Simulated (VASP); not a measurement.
Write the native input for VASP 6.6.1 that does the following.

```
Task                   : single point
Functional             : PBEsol
Potentials or basis    : VASP PAW PBE potentials, release 64 (Ti_sv, Te)
Cutoff                 : 520 eV
k mesh                 : 15 × 15 × 8
Occupations            : gaussian, width 0.1 eV
Spin                   : no spin polarisation
Dipole correction      : no
Further INCAR settings : ALGO = Normal; EDIFF = 1e-07; NBANDS = 19
```

The structure of TiTe2 (pbesol) lies in POSCAR:

```
TiTe2
1.0
    3.7332046785      0.0000000000      0.0000000000
   -1.8666023392      3.2330500891      0.0000000000
    0.0000000000      0.0000000000      6.6960765234
Ti Te
1 2
Direct
    0.0000000000      0.0000000000      0.0000000000
    0.6666666667      0.3333333333      0.2567784471
    0.3333333333      0.6666666667      0.7432215529
```

This cell differs from its parent crystal: volume scaled by 1.06, then relaxed in part.

The input as run:

INCAR

```
SYSTEM = TiTe2
ALGO = Normal
EDIFF = 1E-7
ENCUT = 520
GGA = PS
ISIF = 2
ISMEAR = 0
LASPH = .TRUE.
LCHARG = .TRUE.
LELF = .TRUE.
LREAL = .FALSE.
LVHAR = .TRUE.
LWAVE = .FALSE.
NBANDS = 19
NELM = 100
PREC = Accurate
SIGMA = 0.1
```

KPOINTS

```
k-points
0
G
  15 15 8
  0 0 0
```

Potentials or basis: VASP PAW PBE potentials, release 64 (Ti_sv, Te).

Launch:

```sh
$ cat potpaw_PBE.64/Ti_sv/POTCAR potpaw_PBE.64/Te/POTCAR > POTCAR
$ mpirun -np 1 vasp_std > vasp.out
```

Results of the run:

- Pressure: -1.4 GPa
- Largest force: 0.023 eV/Å
- Band gap on the k mesh: zero (band 12 reaches 7.01 eV, above the bottom of band 13 at 6.29 eV)

Caveat: the PAW data sets were made with another functional, which shifts forces and pressure a little; spin-orbit coupling is left out, which moves the levels of the heavy elements; this functional lacks dispersion, which binds the layers, so the pressure and a relaxed spacing across them are unreliable.

It took 2.8 min on 1 thread of Intel(R) Xeon(R) 6975P-C (Granite Rapids) (shared host), peak memory 0.41 GiB.
